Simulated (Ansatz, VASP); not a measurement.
## CO2: VASP beside Ansatz

INCAR

```
SYSTEM = CO2
ALGO = Normal
EDIFF = 1E-6
ENCUT = 520
GGA = PE
ISIF = 2
ISMEAR = 0
LASPH = .TRUE.
LCHARG = .FALSE.
LREAL = .FALSE.
LWAVE = .FALSE.
NBANDS = 44
NELM = 80
PREC = Accurate
SIGMA = 0.05
```

Contents of KPOINTS:

```
k-points
0
G
  4 4 4
  0 0 0
```

Contents of POSCAR:

```
CO2
1.0
    5.8968892608      0.0000000000      0.0000000000
    0.0000000000      5.8968892608      0.0000000000
    0.0000000000      0.0000000000      6.1881955903
C O
4 8
Direct
    0.0000000000      0.0000000000      0.0000000000
    0.5000000000      0.0000000000      0.5000000000
    0.5000000000      0.5000000000      0.0000000000
    0.0000000000      0.5000000000      0.5000000000
    0.1114834447      0.1114834447      0.1114834447
    0.3885165553      0.8885165553      0.6114834447
    0.6114834447      0.3885165553      0.8885165553
    0.8885165553      0.6114834447      0.3885165553
    0.8885165553      0.8885165553      0.8885165553
    0.6114834447      0.1114834447      0.3885165553
    0.3885165553      0.6114834447      0.1114834447
    0.1114834447      0.3885165553      0.6114834447
```

Input for Ansatz:

```yaml
crystal:
  lattice:
    - [5.8968892608, 0.0, 0.0]
    - [0.0, 5.8968892608, 0.0]
    - [0.0, 0.0, 6.1881955903]
  atoms:
    - { symbol: C, position: [0.0, 0.0, 0.0] }
    - { symbol: C, position: [0.5, 0.0, 0.5] }
    - { symbol: C, position: [0.5, 0.5, 0.0] }
    - { symbol: C, position: [0.0, 0.5, 0.5] }
    - { symbol: O, position: [0.1114834447, 0.1114834447, 0.1114834447] }
    - { symbol: O, position: [0.3885165553, 0.8885165553, 0.6114834447] }
    - { symbol: O, position: [0.6114834447, 0.3885165553, 0.8885165553] }
    - { symbol: O, position: [0.8885165553, 0.6114834447, 0.3885165553] }
    - { symbol: O, position: [0.8885165553, 0.8885165553, 0.8885165553] }
    - { symbol: O, position: [0.6114834447, 0.1114834447, 0.3885165553] }
    - { symbol: O, position: [0.3885165553, 0.6114834447, 0.1114834447] }
    - { symbol: O, position: [0.1114834447, 0.3885165553, 0.6114834447] }
basis:
  ecutwfc: 520.0
kpoints:
  mp_grid: { grid: [4, 4, 4] }
hamiltonian:
  xc: pbe
scf:
  occupations: { method: gaussian, width: 0.05 }
output:
  forces: true
  stress: true
  eigenvalues: true
  write_density: true
  write_potential: true
  elf: true
  volumetric_format: npy
```

Alike in both runs: task single point; functional PBE; k mesh 4 × 4 × 4; occupations gaussian, width 0.05 eV; no spin polarisation.

|  | VASP | Ansatz |
| --- | --- | --- |
| version | VASP 6.6.1 | Ansatz 0.2.0 |
| potentials or method | VASP PAW PBE potentials, release 64 (C, O), cutoff 520 eV | scalar-relativistic, plane waves, PAW |
| valence electrons in the cell | 64 | 64 |

Ansatz gave:

```
gap on the k mesh at the Fermi level (eV)                     : 6.70
least direct gap on the mesh (eV)                             : 6.70
pressure (GPa)                                                : 3.0
traceless stress, the component that is largest in VASP (GPa) : 0.07
rms of the force components (eV/Å)                            : 0.597
```

What did VASP give for the same quantities?

gap on the k mesh at the Fermi level (eV): 6.69; least direct gap on the mesh (eV): 6.69; pressure (GPa): 4.3; traceless stress, the component that is largest in VASP (GPa): 0.17; rms of the force components (eV/Å): 0.925.

Atom by atom the forces differ by 0.328 eV/Å (rms over components). With one functional, cell and mesh, what is left measures potentials, basis and numerics.

Noted on VASP's run: the standard files for N, O and F lose accuracy on very short bonds.
